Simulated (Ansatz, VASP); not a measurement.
**CdTe in VASP and in Ansatz**

```
Cd Te
1.0
     0.00000    3.40387    3.40387
     3.40387    0.00000    3.40387
     3.40387    3.40387    0.00000
Cd Te
1 1
Direct
  0.00000 0.00000 0.00000
  0.25000 0.25000 0.25000
```

Alike in both runs: task single point; functional BLYP; k mesh 6 × 6 × 6; occupations gaussian, width 0.05 eV; no spin polarisation.

|  | VASP | Ansatz |
| --- | --- | --- |
| version | VASP 6.6.1 | Ansatz 0.2.0 |
| potentials or method | VASP PAW PBE potentials, release 64 (Cd, Te), cutoff 520 eV | scalar-relativistic, plane waves, PAW |
| valence electrons in the cell | 18 | 36 |

Ansatz gave:

| Property | Result |
| --- | --- |
| gap on the k mesh at the Fermi level (eV) | 0.23 |
| least direct gap on the mesh (eV) | 0.23 |
| pressure (GPa) | -0.6 |

Q: Estimate VASP's values.

A: gap on the k mesh at the Fermi level (eV): 0.26; least direct gap on the mesh (eV): 0.26; pressure (GPa): -0.4.

VASP's potentials were made for PBE, not for BLYP. VASP's potentials hold 18 valence electrons a cell and Ansatz's 36, so a difference there can come from the potentials and not from the codes.

Spin-orbit coupling is off throughout.
